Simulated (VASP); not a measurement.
## Zn2Si3N: single point with PBE

Crystal: Zn2Si3N.

```
Zn Si N
1.0
     2.95472    0.00000    0.00000
    -1.47736    2.55886    0.00000
     0.00000    0.00000   10.48827
Zn Si N
2 3 1
Direct
  0.33333 0.66667 0.68962
  0.66667 0.33333 0.31038
  0.33333 0.66667 0.12332
  0.66667 0.33333 0.87668
  0.00000 0.00000 0.50000
  0.00000 0.00000 0.00000
```

```yaml
Program: VASP 6.6.1
Task: single point
Functional: PBE
Potentials_or_basis: VASP PAW PBE potentials, release 64 (Zn, Si, N)
Cutoff: 520 eV
k_mesh: 6 × 6 × 2
Occupations: gaussian, width 0.1 eV
Spin: collinear spin, ferromagnetic start
Starting_moments: "[0.0, 0.0, 0.0, 0.0, 0.0, 1.0] μB"
```

The pressure is 0.1 GPa and the largest force is 0.011 eV/Å. The net moment is 0.00 μB per cell and the valence electrons inside the program's atomic spheres are Zn 10.84; Si 1.50, 1.55; N 3.65.

Forces on the atoms (eV/Å):
```
Zn   0.000  0.000 -0.003
Zn   0.000  0.000  0.003
Si   0.000  0.000 -0.011
Si   0.000  0.000  0.011
Si   0.000  0.000  0.000
N    0.000  0.000  0.000
```

Stress tensor (GPa, compression positive):
```
0.08 0.00 0.00
0.00 0.08 0.00
0.00 0.00 0.16
```

Levels at points of the mesh, in eV from the Fermi level:
Spin up:
| k point | band 18 | band 19 | band 20 | band 21 | band 22 | band 23 | band 24 | band 25 |
| --- | --- | --- | --- | --- | --- | --- | --- | --- |
| (0.00, 0.00, 0.00) | -3.33 | -1.68 | 2.16 | 3.75 | 5.37 | 5.37 | 6.85 | 6.85 |
| (0.50, 0.00, 0.00) | -3.98 | -3.36 | -2.94 | -1.31 | 0.61 | 1.21 | 2.99 | 3.20 |
| (0.00, 0.00, 0.50) | -3.33 | 0.15 | 0.77 | 4.39 | 5.37 | 5.37 | 6.12 | 6.90 |
| (0.50, 0.00, 0.50) | -4.44 | -4.08 | -1.39 | -1.35 | 0.26 | 0.92 | 2.68 | 2.71 |
Spin down:
| k point | band 19 | band 20 | band 21 | band 22 | band 23 | band 24 |
| --- | --- | --- | --- | --- | --- | --- |
| (0.00, 0.00, 0.00) | -1.68 | 2.16 | 3.75 | 5.37 | 5.37 | 6.85 |
| (0.50, 0.00, 0.00) | -3.36 | -2.94 | -1.31 | 0.61 | 1.21 | 2.99 |
| (0.00, 0.00, 0.50) | 0.15 | 0.77 | 4.39 | 5.37 | 5.37 | 6.12 |
| (0.50, 0.00, 0.50) | -4.08 | -1.39 | -1.35 | 0.26 | 0.92 | 2.68 |

Wall time 51 s on 1 thread of Intel(R) Xeon(R) Platinum 8488C (Sapphire Rapids), on a shared host, peak memory 0.26 GiB.

Caveat: the k points lie up to 0.41 Å⁻¹ apart.
